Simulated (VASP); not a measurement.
# TeRu (F-43m) in VASP: further runs

Runs on TeRu. Level: PBEsol. Tasks: single point.

Program: VASP 6.6.1. These are calculated values, not measurements. Logs are shortened: lines on timing, memory, paths and dates and some standing lists are left out, and cuts for length are marked.

## (1) The cell of the first run

The structure is cubic, space group F-43m (No. 216). The conventional cell has a = 5.736 Å, b = 5.736 Å, c = 5.736 Å, α = 90.00°, β = 90.00°, γ = 90.00°. Ru (site symmetry -43m) has 4 Te at 2.48 Å within 3.3 Å. Within 3.3 Å of Te (site symmetry -43m) lie 4 Ru at 2.48 Å.

## (2) Single point, PBEsol (23.59 Å³/atom)

The input, INCAR:

```
ALGO = Normal ; EDIFF = 1E-7
ENCUT = 520 ; GGA = PS
ISIF = 2 ; ISMEAR = 0
LASPH = T ; LCHARG = F
LREAL = F ; LWAVE = F
NBANDS = 17 ; NELM = 100
PREC = Accurate ; SIGMA = 0.05
```

The input, KPOINTS:

```
k-points
0
Gamma
  8 8 8
```

The input, POSCAR:

```
TeRu
1.0
    0.0000000000      2.8677970531      2.8677970531
    2.8677970531      0.0000000000      2.8677970531
    2.8677970531      2.8677970531      0.0000000000
Ru Te
1 1
Direct
    0.0000000000      0.0000000000      0.0000000000
    0.2500000000      0.2500000000      0.2500000000
```

Potentials or basis: VASP PAW PBE potentials, release 64 (Ru_pv, Te).

Started as:

```bash
$ cat potpaw_PBE.64/Ru_pv/POTCAR potpaw_PBE.64/Te/POTCAR > POTCAR
$ mpirun -np 1 vasp_std > vasp.out
```

OUTCAR:

```text
EDIFF = 1E-7
   ENCUT = 520
   GGA = PS
   ISIF = 2
   ISMEAR = 0
   LASPH = T
   LREAL = F
   NELM = 100
   PREC = Accurate

 ion  position               nearest neighbor table
   1  0.000  0.000  0.000-   2 2.48   2 2.48   2 2.48   2 2.48
   2  0.250  0.250  0.250-   1 2.48   1 2.48   1 2.48   1 2.48

  LATTYP: Found a face centered cubic cell.
 ALAT       =     5.7355941062

  Lattice vectors:

 A1 = (   0.0000000000,   2.8677970531,   2.8677970531)
 A2 = (   2.8677970531,   0.0000000000,   2.8677970531)
 A3 = (   2.8677970531,   2.8677970531,   0.0000000000)

Analysis of symmetry for initial positions (statically):
=====================================================================
 Subroutine PRICEL returns:
 Original cell was already a primitive cell.

 Routine SETGRP: Setting up the symmetry group for a
 face centered cubic supercell.

 Subroutine GETGRP returns: Found 24 space group operations
 (whereof 24 operations were pure point group operations)
 out of a pool of 48 trial point group operations.

The static configuration has the point symmetry T_d .

Analysis of symmetry for dynamics (positions and initial velocities):
=====================================================================
 Subroutine PRICEL returns:
 Original cell was already a primitive cell.

 Routine SETGRP: Setting up the symmetry group for a
 face centered cubic supercell.

 Subroutine GETGRP returns: Found 24 space group operations
 (whereof 24 operations were pure point group operations)
 out of a pool of 48 trial point group operations.

The dynamic configuration has the point symmetry T_d .

 Subroutine INISYM returns: Found 24 space group operations
 (whereof 24 operations are pure point group operations),
 and found     1 'primitive' translations

----------------------------------------------------------------------------------------

                                     Primitive cell

  volume of cell :      47.1710

  direct lattice vectors                    reciprocal lattice vectors
     0.000000000  2.867797053  2.867797053    -0.174349855  0.174349855  0.174349855
     2.867797053  0.000000000  2.867797053     0.174349855 -0.174349855  0.174349855
     2.867797053  2.867797053  0.000000000     0.174349855  0.174349855 -0.174349855

  length of vectors
     4.055677487  4.055677487  4.055677487     0.301982807  0.301982807  0.301982807

  position of ions in fractional coordinates (direct lattice)
     0.000000000  0.000000000  0.000000000
     0.250000000  0.250000000  0.250000000

  ion indices of the primitive-cell ions
   primitive index   ion index
                 1           1
                 2           2

----------------------------------------------------------------------------------------

 KPOINTS: k-points

Automatic generation of k-mesh.
 Grid dimensions read from file:
 generate k-points for:    8    8    8

 Generating k-lattice:

  Cartesian coordinates                     Fractional coordinates (reciprocal lattice)
    -0.021793732  0.021793732  0.021793732     0.125000000  0.000000000  0.000000000
     0.021793732 -0.021793732  0.021793732     0.000000000  0.125000000  0.000000000
     0.021793732  0.021793732 -0.021793732     0.000000000  0.000000000  0.125000000

  Length of vectors
     0.037747851  0.037747851  0.037747851

  Shift w.r.t. Gamma in fractional coordinates (k-lattice)
     0.000000000  0.000000000  0.000000000

 Subroutine IBZKPT returns following result:
 ===========================================

 Found     29 irreducible k-points:

 Following reciprocal coordinates:
            Coordinates               Weight
  0.000000  0.000000  0.000000      1.000000
  0.125000  0.000000  0.000000      8.000000
  0.250000  0.000000  0.000000      8.000000
  0.375000  0.000000  0.000000      8.000000
  0.500000  0.000000  0.000000      4.000000
  0.125000  0.125000  0.000000      6.000000
[... 16 lines left out ...]
  0.500000  0.250000  0.125000     48.000000
 -0.375000  0.250000  0.125000     24.000000
 [... further k-points ...]
   k-points           NKPTS =     29   k-points in BZ     NKDIM =     29   number of bands    NBANDS=     17
   number of dos      NEDOS =    301   number of ions     NIONS =      2
   total plane-waves  NPLWV =  27000
   dimension x,y,z NGX =    30 NGY =   30 NGZ =   30
   dimension x,y,z NGXF=    60 NGYF=   60 NGZF=   60
   ions per type =               1   1
   NGX,Y,Z   is equivalent  to a cutoff of  12.30, 12.30, 12.30 a.u.
   NGXF,Y,Z  is equivalent  to a cutoff of  24.59, 24.59, 24.59 a.u.
 SYSTEM =  unknown system
   PREC   = accura    normal or accurate (medium, high low for compatibility)
   ISTART =      0    job   : 0-new  1-cont  2-samecut
   ICHARG =      2    charge: 1-file 2-atom 10-const
   ISPIN  =      1    spin polarized calculation?
   LNONCOLLINEAR =      F non collinear calculations
   LSORBIT =      F    spin-orbit coupling
   LASPH  =      T    aspherical Exc in radial PAW
   ENCUT  =  520.0 eV  38.22 Ry    6.18 a.u.   7.54  7.54  7.54*2*pi/ulx,y,z
   NELM   =    100;   NELMIN=  2; NELMDL= -5     # of ELM steps
   EDIFF  = 0.1E-06   stopping-criterion for ELM
   LREAL  =      F    real-space projection
   EDIFFG = 0.1E-05   stopping-criterion for IOM
   NSW    =      0    number of steps for IOM
   IBRION =     -1    ionic relax: 0-MD 1-quasi-New 2-CG
   NFREE  =      0    steps in history (QN), initial steepest desc. (CG)
   ISIF   =      2    stress and relaxation
   ISYM   =      2    0-nonsym 1-usesym 2-fastsym
   POTIM  = 0.5000    time-step for ionic-motion
   TEBEG  =    0.0;   TEEND  =   0.0 temperature during run
   PSTRESS=    0.0 pullay stress
   NELECT =      20.0000    total number of electrons
   NUPDOWN=      -1.0000    fix difference up-down
   EMIN   =  10.00;   EMAX   =-10.00  energy-range for DOS
   EFERMI =   0.00;   METHOD = LEGACY
   ISMEAR =     0;   SIGMA  =   0.05  broadening in eV -4-tet -1-fermi 0-gaus
   EFERMI_NEDOS =   21; number of points for ismear=-14 and -15
   IALGO  =     38    algorithm
   IMIX   =      4    mixing-type and parameters
     AMIX     =   0.40;   BMIX     =  1.00
     AMIX_MAG =   1.60;   BMIX_MAG =  1.00
  volume/ion in A,a.u.               =      23.59       159.16
  Fermi-wavevector in a.u.,A,eV,Ry     =   1.229872  2.324120 20.579955  1.512584
  Thomas-Fermi vector in A             =   2.364742
   LORBIT       =      0    0 simple, 1 ext, 2 COOP (PROOUT), +10 PAW based schemes
   GGA     = PS    functional components
   LHFCALC =     F    Hartree Fock is set to
   AEXX    =    0.0000 exact exchange contribution
   IVDW    =     0    specifies the selected vdW correction
   LEPSILON=     F    determine dielectric tensor
   LRPA    =     F    only Hartree local field effects (RPA)
 non-spin polarized calculation
 Gauss-broadening in eV      SIGMA  =   0.05
  energy-cutoff  :      520.00
  volume of cell :       47.17
 maximum number of plane-waves:      1287
   NGX = 15   NGY = 15   NGZ = 15

 number of electron      20.0000000 magnetization

 Free energy of the ion-electron system (eV)
  ---------------------------------------------------
  ext. energy  EPLUGINS =         0.00000000
  ---------------------------------------------------
  free energy    TOTEN  =       -12.82930036 eV

  energy without entropy =      -12.82563614  energy(sigma->0) =      -12.82746825

 E-fermi :   7.7773     XC(G=0): -10.6674

 val. band max:        7.7713419927   @ k =   0.5000   0.3750   0.0000
 cond. band min:       7.8025914277   @ k =   0.5000   0.3750   0.1250
 fundamental gap:      0.0312494351
 Fermi energy:         7.7772745691

 k-point     1 :       0.0000    0.0000    0.0000
  band No.  band energies     occupation
      1     -34.4144      2.00000
      2     -34.4144      2.00000
      3     -34.4144      2.00000
      4      -5.3540      2.00000
      5       3.2608      2.00000
      6       3.2608      2.00000
[... 9 lines left out ...]
     16      14.4206      0.00000
     17      18.1378      0.00000

 k-point     2 :       0.1250    0.0000    0.0000
  band No.  band energies     occupation
      1     -34.4177      2.00000
      2     -34.4150      2.00000
      3     -34.4150      2.00000
      4      -5.2237      2.00000
      5       3.0790      2.00000
      6       3.3233      2.00000
[... 9 lines left out ...]
     16      14.7387      0.00000
     17      18.3923      0.00000

 k-point     3 :       0.2500    0.0000    0.0000
  band No.  band energies     occupation
      1     -34.4255      2.00000
      2     -34.4162      2.00000
      3     -34.4162      2.00000
      4      -4.8867      2.00000
      5       2.7044      2.00000
      6       3.4610      2.00000
[... 9 lines left out ...]
     16      15.2782      0.00000
     17      18.4444      0.00000

 k-point     4 :       0.3750    0.0000    0.0000
  band No.  band energies     occupation
      1     -34.4334      2.00000
      2     -34.4174      2.00000
      3     -34.4174      2.00000
      4      -4.5113      2.00000
      5       2.4053      2.00000
      6       3.5699      2.00000
[... 9 lines left out ...]
     16      16.0180      0.00000
     17      18.9078      0.00000

 k-point     5 :       0.5000    0.0000    0.0000
  band No.  band energies     occupation
      1     -34.4366      2.00000
      2     -34.4180      2.00000
      3     -34.4180      2.00000
      4      -4.3417      2.00000
      5       2.3028      2.00000
      6       3.6036      2.00000
[... 9 lines left out ...]
     16      16.5519      0.00000
     17      19.6828      0.00000

 k-point     6 :       0.1250    0.1250    0.0000
  band No.  band energies     occupation
      1     -34.4177      2.00000
      2     -34.4156      2.00000
      3     -34.4156      2.00000
      4      -5.1800      2.00000
      5       3.0020      2.00000
      6       3.3606      2.00000
[... 9 lines left out ...]
     16      15.2225      0.00000
     17      17.3857      0.00000

 k-point     7 :       0.2500    0.1250    0.0000
  band No.  band energies     occupation
      1     -34.4237      2.00000
      2     -34.4170      2.00000
      3     -34.4167      2.00000
      4      -4.9106      2.00000
      5       2.7154      2.00000
      6       3.4667      2.00000
[... 9 lines left out ...]
     16      15.8390      0.00000
     17      17.7146      0.00000

 k-point     8 :       0.3750    0.1250    0.0000
  band No.  band energies     occupation
      1     -34.4312      2.00000
      2     -34.4183      2.00000
      3     -34.4182      2.00000
      4      -4.5425      2.00000
      5       2.4782      2.00000
      6       3.5175      2.00000
[... 9 lines left out ...]
     16      16.0669      0.00000
     17      18.4326      0.00000
[... 203 lines left out ...]
      1     -34.4359      2.00000
      2     -34.4231      2.00000
      3     -34.4219      2.00000
      4      -4.0471      2.00000
      5       2.0526      2.00000
      6       4.1291      2.00000
[... 9 lines left out ...]
     16      18.4726      0.00000
     17      19.6936      0.00000

 k-point    20 :      -0.3750    0.3750    0.0000
  band No.  band energies     occupation
      1     -34.4353      2.00000
      2     -34.4250      2.00000
      3     -34.4211      2.00000
      4      -4.0213      2.00000
      5       2.3807      2.00000
      6       3.7070      2.00000
[... 9 lines left out ...]
     16      17.7607      0.00000
     17      19.1672      0.00000

 k-point    21 :       0.5000    0.5000    0.0000
  band No.  band energies     occupation
      1     -34.4371      2.00000
      2     -34.4226      2.00000
      3     -34.4226      2.00000
      4      -3.9883      2.00000
      5       1.8892      2.00000
      6       4.3773      2.00000
[... 9 lines left out ...]
     16      19.6861      0.00000
     17      20.2622      0.00000

 k-point    22 :       0.3750    0.2500    0.1250
  band No.  band energies     occupation
      1     -34.4283      2.00000
      2     -34.4197      2.00000
      3     -34.4176      2.00000
      4      -4.6227      2.00000
      5       2.5278      2.00000
      6       3.5091      2.00000
[... 9 lines left out ...]
     16      16.9361      0.00000
     17      17.8521      0.00000

 k-point    23 :       0.5000    0.2500    0.1250
  band No.  band energies     occupation
      1     -34.4331      2.00000
      2     -34.4219      2.00000
      3     -34.4190      2.00000
      4      -4.3100      2.00000
      5       2.5216      2.00000
      6       3.3818      2.00000
[... 9 lines left out ...]
     16      17.3946      0.00000
     17      18.8298      0.00000

 k-point    24 :      -0.3750    0.2500    0.1250
  band No.  band energies     occupation
      1     -34.4352      2.00000
      2     -34.4226      2.00000
      3     -34.4197      2.00000
      4      -4.1722      2.00000
      5       2.6129      2.00000
      6       3.2542      2.00000
[... 9 lines left out ...]
     16      17.8683      0.00000
     17      19.0714      0.00000

 [... further k-points ...]

------------------------ aborting loop because EDIFF is reached ----------------------------------------

  FORCE on cell =-STRESS in cart. coord.  units (eV):
  Direction    XX          YY          ZZ          XY          YZ          ZX
  --------------------------------------------------------------------------------------
  -------------------------------------------------------------------------------------
  Total        1.4186338      1.4186338      1.4186338     -0.0000000      0.0000000      0.0000000
  in kB       48.1843086     48.1843086     48.1843086     -0.0000000      0.0000000      0.0000000
  external PRESSURE =      48.1843086 kB  Pullay stress =       0.0000000 kB

 VOLUME and BASIS-vectors are now :
 -----------------------------------------------------------------------------
  energy-cutoff  :      520.00
  volume of cell :       47.17
      direct lattice vectors                 reciprocal lattice vectors
     0.000000000  2.867797053  2.867797053    -0.174349855  0.174349855  0.174349855
     2.867797053  0.000000000  2.867797053     0.174349855 -0.174349855  0.174349855
     2.867797053  2.867797053  0.000000000     0.174349855  0.174349855 -0.174349855

 POSITION                                       TOTAL-FORCE (eV/Angst)
 -----------------------------------------------------------------------------------
      0.00000      0.00000      0.00000         0.000000      0.000000      0.000000
      1.43390      1.43390      1.43390        -0.000000     -0.000000     -0.000000
 -----------------------------------------------------------------------------------
    total drift:                                0.000001      0.000001      0.000001

  FREE ENERGIE OF THE ION-ELECTRON SYSTEM (eV)
  ---------------------------------------------------
  free  energy   TOTEN  =       -12.8293003590 eV

  energy  without entropy=      -12.8256361428  energy(sigma->0) =      -12.82746825
```

It took 9.9 s on 1 thread of AMD EPYC 9R45 (Zen 5), shared host; peak memory 0.15 GiB.

Results:

```yaml
Free_energy: -12.8293 eV
Pressure: 4.8 GPa
Band_gap_on_the_k_mesh: zero (bands 10 and 11 overlap by 3.55 eV)
```

Levels at points of the mesh, in eV from the Fermi level:
```csv
k point,band 6,band 7,band 8,band 9,band 10,band 11,band 12,band 13,band 14,band 15
"(0.00, 0.00, 0.00)",-4.52,-4.52,-1.61,-1.61,3.14,4.10,4.10,4.10,6.64,6.64
"(0.50, 0.00, 0.00)",-4.17,-4.17,-1.45,-1.45,-1.21,1.90,1.90,4.28,7.80,7.80
"(0.50, 0.50, 0.00)",-3.40,-3.40,-2.07,-1.25,-0.89,-0.41,-0.41,5.16,5.68,11.47
```

Caveat: the cell stands under pressure; the PAW data sets were made with another functional, which shifts forces and pressure a little; spin-orbit coupling is left out, which moves the levels of the heavy elements.

## (3) Single point, PBEsol (24.35 Å³/atom)

This run uses another cell than the first one, of 24.35 Å³/atom.

The input, INCAR:

```
PREC = Accurate ; ENCUT = 520
EDIFF = 1E-6 ; ISMEAR = 0
SIGMA = 0.05 ; LREAL = False
LASPH = True ; NELM = 100
ALGO = Normal ; ISIF = 2
LWAVE = False ; LCHARG = False
GGA = PS ; NBANDS = 17
```

The input, KPOINTS:

```
regular mesh
0
Gamma
  8 8 8
```

The input, POSCAR:

```
TeRu
1.0
    0.0000000000      2.8985489419      2.8985489419
    2.8985489419      0.0000000000      2.8985489419
    2.8985489419      2.8985489419      0.0000000000
Ru Te
1 1
Direct
    0.0000000000      0.0000000000      0.0000000000
    0.2500000000      0.2500000000      0.2500000000
```

Potentials or basis: VASP PAW PBE potentials, release 64 (Ru_pv, Te).

Started as:

```bash
$ cat potpaw_PBE.64/Ru_pv/POTCAR potpaw_PBE.64/Te/POTCAR > POTCAR
$ mpirun -np 1 vasp_std > vasp.out
```

Wall time 9.9 s (1 thread of AMD EPYC 9R45 (Zen 5), shared host); peak memory 0.15 GiB.

The run converged. Its results:

```yaml
Free_energy: -12.8564 eV
Pressure: 0.9 GPa
Band_gap_on_the_k_mesh: zero (bands 10 and 11 overlap by 3.41 eV)
```

Levels at points of the mesh, in eV from the Fermi level:
| k point | band 8 | band 9 | band 10 | band 11 | band 12 | band 13 |
| --- | --- | --- | --- | --- | --- | --- |
| (0.00, 0.00, 0.00) | -1.53 | -1.53 | 3.01 | 3.91 | 3.91 | 3.91 |
| (0.50, 0.00, 0.00) | -1.39 | -1.39 | -1.16 | 1.82 | 1.82 | 4.19 |
| (0.50, 0.50, 0.00) | -1.95 | -1.18 | -0.87 | -0.38 | -0.38 | 5.00 |

Caveat: the PAW data sets were made with another functional, which shifts forces and pressure a little; spin-orbit coupling is left out, which moves the levels of the heavy elements.

[end of part 1 of 2]
